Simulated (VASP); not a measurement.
# GaN: single point with PBE

GaN:

```xyz
8
Lattice="3.2802 0.0000 0.0000 -1.6401 2.8408 0.0000 0.0000 0.0000 10.7013" Properties=species:S:1:pos:R:3 pbc="T T T"
Ga    0.0000    0.0000   -0.0037
Ga    0.0000    1.8938    2.6747
Ga    0.0000    0.0000    5.3469
Ga    1.6401    0.9469    8.0253
N     0.0000    0.0000    2.0079
N     0.0000    1.8938    4.6848
N     0.0000    0.0000    7.3585
N     1.6401    0.9469   10.0354
```

This cell differs from its parent crystal: volume changed by +6%.

```
Program                : VASP 6.6.1
Task                   : single point
Functional             : PBE
Potentials or basis    : VASP PAW PBE potentials, release 64 (Ga_d, N)
Cutoff                 : 520 eV
k mesh                 : 9 × 9 × 2
Occupations            : gaussian, width 0.01 eV
Spin                   : no spin polarisation
Dipole correction      : no
Further INCAR settings : ALGO = Normal; EDIFF = 1e-07; NBANDS = 46
```

```
Pressure               : -8.6 GPa
Largest force          : 0.007 eV/Å
Band gap on the k mesh : 1.25 eV, direct
```

Forces on the atoms (eV/Å):
```
Ga   0.000  0.000 -0.007
Ga   0.000  0.000 -0.002
Ga   0.000  0.000 -0.007
Ga   0.000  0.000 -0.002
N    0.000  0.000  0.005
N    0.000  0.000  0.003
N    0.000  0.000  0.005
N    0.000  0.000  0.003
```

Levels at points of the mesh, in eV from the valence-band top:
```csv
k point,band 34,band 35,band 36,band 37,band 38,band 39
"(0.00, 0.00, 0.00)",-0.02,0.00,0.00,1.25,3.48,3.76
"(0.00, 0.00, 0.50)",-0.14,-0.14,-0.14,2.49,2.49,3.90
```

Wall time 51 s on 1 thread of Intel(R) Xeon(R) 6975P-C (Granite Rapids), with other jobs on the host, peak memory 0.24 GiB.
